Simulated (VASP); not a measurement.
Crystal: HfO2.

```
Hf O
1.0
     4.78123    0.00000    0.00000
     0.00000    4.78123    0.00000
     0.00000    0.00000    3.18390
Hf O
2 4
Direct
  0.50000 0.50000 0.50000
  0.00000 0.00000 0.00000
  0.80504 0.19496 0.50000
  0.69496 0.69496 0.00000
  0.30504 0.30504 0.00000
  0.19496 0.80504 0.50000
```

This cell differs from its parent crystal: volume scaled by 0.98.

Base run:

| Property | Result |
| --- | --- |
| Program | VASP 6.6.1 |
| Functional | PBE |
| Potentials or basis | VASP PAW PBE potentials, release 64 (Hf_pv, O) |
| Cutoff | 520 eV |
| k mesh | 6 × 6 × 8 |
| Occupations | fermi-dirac, width 0.05 eV |
| Spin | no spin polarisation |

Its results: band gap on the k mesh 4.06 eV, direct; pressure 10.8 GPa; largest force 0.098 eV/Å.

Problem. The run is repeated on the same cell with these changes: functional from PBE to PBEsol. What comes out?

Solution. Band gap on the k mesh 3.95 eV, direct; pressure 4.0 GPa; largest force 0.036 eV/Å.

PBEsol binds more tightly than PBE, so the same cell stands under less pressure.

Caveats: spin-orbit coupling is left out, which moves the levels of the heavy elements; the PAW data sets were made with another functional, which shifts forces and pressure a little (some runs).

A k mesh can miss the band edges.
